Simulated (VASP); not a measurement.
A run of VASP 6.6.1 is set up as follows.

Contents of INCAR:

```
SYSTEM = CsTlH4
PREC     = Accurate       ! precision mode
ENCUT    = 520            ! plane-wave cutoff, eV
EDIFF    = 1E-7           ! SCF threshold, eV
ISMEAR   = 0              ! smearing method
SIGMA    = 0.1            ! smearing width, eV
LREAL    = .FALSE.        ! projectors in reciprocal space
LASPH    = .TRUE.         ! aspherical terms in the spheres
NELM     = 100            ! most SCF steps
ALGO     = Normal         ! electronic algorithm
ISIF     = 2              ! what is computed and relaxed
LWAVE    = .FALSE.        ! write WAVECAR
LCHARG   = .FALSE.        ! write CHGCAR
GGA      = PE             ! functional
NBANDS   = 22             ! bands
```

Contents of KPOINTS:

```
Automatic mesh
0
G
  10 10 6
  0 0 0
```

File POSCAR:

```
CsTlH4
1.0
    3.8273850994      0.0000000000      0.0000000000
    0.0000000000      3.8273850994      0.0000000000
    0.0000000000      0.0000000000      6.7625177571
Cs Tl H
1 1 4
Direct
    0.5000000000      0.5000000000      0.5000000000
    0.0000000000      0.0000000000      0.0000000000
    0.5000000000      0.0000000000      0.1757064777
    0.0000000000      0.5000000000      0.8242935223
    0.5000000000      0.0000000000      0.8242935223
    0.0000000000      0.5000000000      0.1757064777
```

Potentials or basis: VASP PAW PBE potentials, release 64 (Cs_sv, Tl_d, H).

Command:

```console
$ cat potpaw_PBE.64/Cs_sv/POTCAR potpaw_PBE.64/Tl_d/POTCAR potpaw_PBE.64/H/POTCAR > POTCAR
$ mpirun -np 1 vasp_std > vasp.out
```

Question: What does it give for the band gap on the k mesh?

Answer: Zero (band 13 reaches 2.62 eV, above the bottom of band 14 at 1.16 eV).

Question: What does it give for the pressure?

Answer: 0.0 GPa.

Question: Predict the largest force.

Answer: 0.004 eV/Å.

Forces on the atoms (eV/Å):
```
Cs   0.000  0.000  0.000
Tl   0.000  0.000  0.000
H    0.000  0.000 -0.004
H    0.000  0.000  0.004
H    0.000  0.000  0.004
H    0.000  0.000 -0.004
```

Caveat: spin-orbit coupling is left out, which moves the levels of the heavy elements.
